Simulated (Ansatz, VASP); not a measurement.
GaGe in VASP and in Ansatz

```
CELL_PARAMETERS angstrom
0.00000 2.93598 2.93598
2.93598 0.00000 2.93598
2.93598 2.93598 0.00000
ATOMIC_POSITIONS crystal
Ge 0.00000 0.00000 0.00000
Ga 0.25000 0.25000 0.25000
```

Alike in both runs: task single point; functional PBE0; k mesh 4 × 4 × 4; occupations fermi-dirac, width 0.05 eV; no spin polarisation.

|  | VASP | Ansatz |
| --- | --- | --- |
| version | VASP 6.6.1 | Ansatz 0.2.0 |
| potentials or method | VASP PAW PBE potentials, release 64 (Ge_d, Ga_d) | Ansatz PAW |
| plane-wave cutoff (eV) | 520 | 420 |
| valence electrons in the cell | 27 | 27 |

|  | VASP | Ansatz | Ansatz less VASP |
| --- | --- | --- | --- |
| gap on the k mesh at the Fermi level (eV) | none | none | - |
| pressure (GPa) | -3.8 | -3.8 | 0.00 |

A gap of «none» marks a metal or a gap that the smearing closes.

The k mesh is coarse, so the values compare programs but aren't converged.
